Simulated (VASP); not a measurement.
# Sn (I4/mmm) in VASP: notebook, part 2 of 2

VASP 6.6.1. Earlier steps stand in the parts before.

**3. Single point, PBEsol (strain -0.025 along x and y, +0.025 along z)**

File INCAR:

```
  PREC = Accurate
  ENCUT = 520
  EDIFF = 1E-6
  ISMEAR = 0
  SIGMA = 0.15
  LREAL = False
  LASPH = True
  NELM = 60
  ALGO = Fast
  ISIF = 2
  LWAVE = False
  LCHARG = False
  GGA = PS
  NBANDS = 13
```

File KPOINTS:

```
regular mesh
0
Gamma
  22 22 22
```

File POSCAR:

```
Sn
1.0
   -1.8255851467      1.8255851467      1.9192048979
    1.8255851467     -1.8255851467      1.9192048979
    1.8255851467      1.8255851467     -1.9192048979
Sn
1
Direct
    0.0000000000      0.0000000000      0.0000000000
```

Potentials or basis: VASP PAW PBE potentials, release 64 (Sn_d).

Started as:

```sh
cat potpaw_PBE.64/Sn_d/POTCAR > POTCAR
mpirun -np 1 vasp_std > vasp.out
```

OUTCAR:

```text
PREC = Accurate
   ENCUT = 520
   EDIFF = 1E-6
   ISMEAR = 0
   LREAL = False
   LASPH = True
   NELM = 60
   ISIF = 2
   GGA = PS

 ion  position               nearest neighbor table
   1  0.000  0.000  0.000-

  LATTYP: Found a body centered tetragonal cell.
 ALAT       =     3.6511702934
 C/A-ratio  =     1.0512820513

  Lattice vectors:

 A1 = (  -1.8255851467,   1.8255851467,   1.9192048979)
 A2 = (   1.8255851467,  -1.8255851467,   1.9192048979)
 A3 = (   1.8255851467,   1.8255851467,  -1.9192048979)

Analysis of symmetry for initial positions (statically):
=====================================================================
 Subroutine PRICEL returns:
 Original cell was already a primitive cell.

 Routine SETGRP: Setting up the symmetry group for a
 body centered tetragonal supercell.

 Subroutine GETGRP returns: Found 16 space group operations
 (whereof 16 operations were pure point group operations)
 out of a pool of 16 trial point group operations.

The static configuration has the point symmetry D_4h.

Analysis of symmetry for dynamics (positions and initial velocities):
=====================================================================
 Subroutine PRICEL returns:
 Original cell was already a primitive cell.

 Routine SETGRP: Setting up the symmetry group for a
 body centered tetragonal supercell.

 Subroutine GETGRP returns: Found 16 space group operations
 (whereof 16 operations were pure point group operations)
 out of a pool of 16 trial point group operations.

The dynamic configuration has the point symmetry D_4h.

 Subroutine INISYM returns: Found 16 space group operations
 (whereof 16 operations are pure point group operations),
 and found     1 'primitive' translations

----------------------------------------------------------------------------------------

                                     Primitive cell

  volume of cell :      25.5850

  direct lattice vectors                    reciprocal lattice vectors
    -1.825585147  1.825585147  1.919204898     0.000000000  0.273884788  0.260524554
[... 113 lines left out ...]
   LEPSILON=     F    determine dielectric tensor
   LRPA    =     F    only Hartree local field effects (RPA)
 non-spin polarized calculation
 RMM-DIIS sequential band-by-band and
 Gauss-broadening in eV      SIGMA  =   0.15
  energy-cutoff  :      520.00
  volume of cell :       25.59
 maximum number of plane-waves:       703
   NGX = 11   NGY = 11   NGZ = 11

 number of electron      13.9999995 magnetization

 Free energy of the ion-electron system (eV)
  ---------------------------------------------------
  ext. energy  EPLUGINS =         0.00000000
  ---------------------------------------------------
  free energy    TOTEN  =        -4.23156309 eV

  energy without entropy =       -4.22492472  energy(sigma->0) =       -4.22824390

 E-fermi :   8.6738     XC(G=0): -10.7927

 val. band max:        8.6734288106   @ k =  -0.2273   0.3182   0.2273
 cond. band min:       8.6787238599   @ k =  -0.4091   0.5000   0.4091
 fundamental gap:      0.0052950492
 Fermi energy:         8.6738280950

 k-point     1 :       0.0000    0.0000    0.0000
  band No.  band energies     occupation
      1     -12.8118      2.00000
      2     -12.8118      2.00000
      3     -12.7950      2.00000
      4     -12.6553      2.00000
      5     -12.6285      2.00000
      6      -2.8742      2.00000
      7      17.0113      0.00000
      8      17.2663      0.00000
      9      17.2663      0.00000
     10      20.5079      0.00000
     11      21.2362      0.00000
     12      21.2420      0.00000
     13      21.5743      0.00000
[... 354 lines left out ...]
  band No.  band energies     occupation
      1     -12.8522      2.00000
      2     -12.7858      2.00000
      3     -12.6659      2.00000
      4     -12.6419      2.00000
      5     -12.5562      2.00000
      6       1.3187      2.00000
      7       4.9197      2.00000
      8      12.5812      0.00000
      9      14.3958      0.00000
     10      17.5314      0.00000
     11      18.0159      0.00000
     12      22.3025      0.00000
     13      25.3474      0.00000

 [... further k-points ...]

------------------------ aborting loop because EDIFF is reached ----------------------------------------

  FORCE on cell =-STRESS in cart. coord.  units (eV):
  Direction    XX          YY          ZZ          XY          YZ          ZX
  --------------------------------------------------------------------------------------
  -------------------------------------------------------------------------------------
  Total        0.1944601      0.1944601      0.2078592      0.0000000      0.0000000      0.0000000
  in kB       12.1774307     12.1774307     13.0165022      0.0000000      0.0000000      0.0000000
  external PRESSURE =      12.4571212 kB  Pullay stress =       0.0000000 kB

 VOLUME and BASIS-vectors are now :
 -----------------------------------------------------------------------------
  energy-cutoff  :      520.00
  volume of cell :       25.59
      direct lattice vectors                 reciprocal lattice vectors
    -1.825585147  1.825585147  1.919204898     0.000000000  0.273884788  0.260524554
     1.825585147 -1.825585147  1.919204898     0.273884788  0.000000000  0.260524554
     1.825585147  1.825585147 -1.919204898     0.273884788  0.273884788  0.000000000

 POSITION                                       TOTAL-FORCE (eV/Angst)
 -----------------------------------------------------------------------------------
      0.00000      0.00000      0.00000         0.000000     -0.000000      0.000000
 -----------------------------------------------------------------------------------
    total drift:                               -0.000000      0.000000      0.000000

  FREE ENERGIE OF THE ION-ELECTRON SYSTEM (eV)
  ---------------------------------------------------
  free  energy   TOTEN  =        -4.2315630885 eV

  energy  without entropy=       -4.2249247210  energy(sigma->0) =       -4.22824390
```

stdout:

```text
POSCAR found type information on POSCAR Sn
 POSCAR found :  1 types and       1 ions
 scaLAPACK will be used
 -----------------------------------------------------------------------------
|                                                                             |
|                                                                             |
|     You enforced a specific xc type in the INCAR file but a different       |
|     I HOPE YOU KNOW WHAT YOU ARE DOING!                                     |
|                                                                             |
 -----------------------------------------------------------------------------

 LDA part: xc-table for (Slater+PW92), standard interpolation
 POSCAR, INCAR and KPOINTS ok, starting setup
 FFT: planning ... GRIDC
 FFT: planning ... GRID_SOFT
 FFT: planning ... GRID
 WAVECAR not read
 entering main loop
WARNING in EDDRMM: call to ZHEGV failed, returncode =   6  3     13
WARNING in EDDRMM: call to ZHEGV failed, returncode =   6  3     12
WARNING in EDDRMM: call to ZHEGV failed, returncode =   6  3      9
WARNING in EDDRMM: call to ZHEGV failed, returncode =   6  3     11
WARNING in EDDRMM: call to ZHEGV failed, returncode =   8  4     12
WARNING in EDDRMM: call to ZHEGV failed, returncode =   8  4     10
WARNING in EDDRMM: call to ZHEGV failed, returncode =   6  3     11
WARNING in EDDRMM: call to ZHEGV failed, returncode =   8  4     12
```

Run time: 2.1 min. Hardware: 1 thread of AMD EPYC 9R45 (Zen 5), shared host; peak memory 0.32 GiB.

What came out:

| Item | Value |
| --- | --- |
| Free energy | -4.2316 eV |
| Pressure | 1.2 GPa |
| Band gap on the k mesh | zero (bands 7 and 8 overlap by 10.93 eV) |

Stress tensor (GPa, compression positive):
```
1.22 0.00 0.00
0.00 1.22 0.00
0.00 0.00 1.30
```

Levels at points of the mesh, in eV from the Fermi level:
| k point | band 3 | band 4 | band 5 | band 6 | band 7 | band 8 | band 9 | band 10 | band 11 | band 12 |
| --- | --- | --- | --- | --- | --- | --- | --- | --- | --- | --- |
| (0.00, 0.00, 0.00) | -21.47 | -21.33 | -21.30 | -11.55 | 8.34 | 8.59 | 8.59 | 11.83 | 12.56 | 12.57 |
| (0.50, 0.00, 0.00) | -21.34 | -21.32 | -21.22 | -6.59 | -4.79 | 4.05 | 5.95 | 8.60 | 8.78 | 14.50 |
| (0.50, 0.50, 0.00) | -21.32 | -21.31 | -21.21 | -6.25 | -4.64 | 3.41 | 5.06 | 7.81 | 7.95 | 16.51 |
| (0.50, 0.50, 0.50) | -21.25 | -21.23 | -21.23 | -2.21 | -1.18 | -0.21 | -0.21 | 3.69 | 4.08 | 18.60 |

Caveat: the cell differs from its parent crystal (strain -0.025 along x and y, +0.025 along z); the PAW data sets were made with another functional, which shifts forces and pressure a little; spin-orbit coupling is left out, which moves the levels of the heavy elements.
